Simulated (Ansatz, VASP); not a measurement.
**Two plane-wave programs on IrF**

```xyz
4
Lattice="2.8657 0.0000 0.0000 0.0000 2.8657 0.0000 0.0000 0.0000 7.1643" Properties=species:S:1:pos:R:3 pbc="T T T"
Ir    0.0000    1.4328    2.8221
Ir    1.4328    0.0000    4.3422
F     0.0000    1.4328    5.7607
F     1.4328    0.0000    1.4036
```

Change from the starting cell: species swapped into the HfAu type (P4/nmm, No. 129).

Alike in both runs: functional PBE; k mesh 16 × 16 × 8; occupations gaussian, width 0.1 eV; no spin polarisation.

Ansatz relaxed the structure, and its values are those at the end. VASP's run is a single point on that final structure, the one shown.

|  | VASP | Ansatz |
| --- | --- | --- |
| version | VASP 6.6.1 | Ansatz 0.2.0 |
| potentials or method | VASP PAW PBE potentials, release 64 (Ir, F), cutoff 520 eV | scalar-relativistic, plane waves, PAW |
| valence electrons in the cell | 32 | 48 |

```csv
,VASP,Ansatz,Ansatz less VASP
gap on the k mesh at the Fermi level (eV),none,none,-
pressure (GPa),0.3,0.0,-0.26
rms of the force components (eV/Å),0.042,0.000,-0.0417
```

A gap of «none» marks a metal or a gap that the smearing closes. With one functional, cell and mesh, what is left measures potentials, basis and numerics. VASP's potentials hold 32 valence electrons a cell and Ansatz's 48, so a difference there can come from the potentials and not from the codes.

Neither program's run includes spin-orbit coupling.
